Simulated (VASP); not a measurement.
Write the native input for VASP 6.6.1 that does the following.

```
Task                   : single point
Functional             : RPBE
Dispersion             : D3(BJ)
Potentials or basis    : VASP PAW PBE potentials, release 64 (Se, Zn)
Cutoff                 : 520 eV
k mesh                 : 8 × 8 × 8
Occupations            : fermi-dirac, width 0.05 eV
Spin                   : no spin polarisation
Dipole correction      : no
Further INCAR settings : ALGO = Normal; EDIFF = 1e-07; NBANDS = 16
```

The structure of ZnSe (Stilleite) lies in POSCAR:

```
ZnSe
1.0
    0.0000000000      2.7503205065      2.7503205065
    2.7503205065      0.0000000000      2.7503205065
    2.7503205065      2.7503205065      0.0000000000
Se Zn
1 1
Direct
    0.7500000000      0.7500000000      0.7500000000
    0.0000000000      0.0000000000      0.0000000000
```

One way to write it, as run:

INCAR

```
SYSTEM = ZnSe
PREC = Accurate ; ENCUT = 520
EDIFF = 1E-7 ; ISMEAR = -1
SIGMA = 0.05 ; LREAL = .False.
LASPH = .True. ; NELM = 60
ALGO = Normal ; ISIF = 2
LWAVE = .False. ; LCHARG = .False.
GGA = RP ; IVDW = 12
NBANDS = 16
```

KPOINTS

```
regular mesh
0
Gamma
  8 8 8
  0 0 0
```

Potentials or basis: VASP PAW PBE potentials, release 64 (Se, Zn).

Launch:

```sh
$ cat potpaw_PBE.64/Se/POTCAR potpaw_PBE.64/Zn/POTCAR > POTCAR
$ mpirun -np 1 vasp_std > vasp.out
```

It gave:

```json
{"Pressure": "0.3 GPa", "Band gap on the k mesh": "1.82 eV, direct", "Dispersion energy per atom": "-1.369 eV"}
```

Caveat: the PAW data sets were made with another functional, which shifts forces and pressure a little.

Run time: 26 s on 1 thread of Intel Xeon 6975P-C, on a shared host, peak memory 0.18 GiB.
